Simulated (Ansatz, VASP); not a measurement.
## One calculation of SnGe2, two programs

```
Sn Ge
1.0
     3.15532    0.00000    0.00000
    -1.57766    2.73259    0.00000
     0.00000    0.00000    7.72893
Sn Ge
1 2
Direct
  0.00000 0.00000 0.00000
  0.33333 0.66667 0.66667
  0.66667 0.33333 0.33333
```

Alike in both runs: task relaxation of cell and atoms; functional PBE; k mesh 6 × 6 × 2; occupations gaussian, width 0.1 eV; no spin polarisation.

```csv
,VASP,Ansatz
version,VASP 6.6.1,Ansatz 0.2.0
potentials or method,"VASP PAW PBE potentials, release 64 (Sn_d, Ge_d), cutoff 600 eV","scalar-relativistic, plane waves, PAW"
valence electrons in the cell,42,42
```

VASP gave:

```
gap on the k mesh at the Fermi level, each at its own relaxed structure (eV) : none
relaxed volume (Å³/atom)                                                     : 22.71
relaxed length of the cell vector where the two differ most in proportion (Å)              : 6.789
```

Estimate Ansatz's values.

gap on the k mesh at the Fermi level, each at its own relaxed structure (eV): none; relaxed volume (Å³/atom): 23.32; relaxed length of the cell vector where the two differ most in proportion (Å): 7.876.

A gap of «none» marks a metal or a gap that the smearing closes. One of these differences is far larger than is usual between the two programs; its cause wasn't traced.

The k mesh is coarse, so the values compare programs but aren't converged.
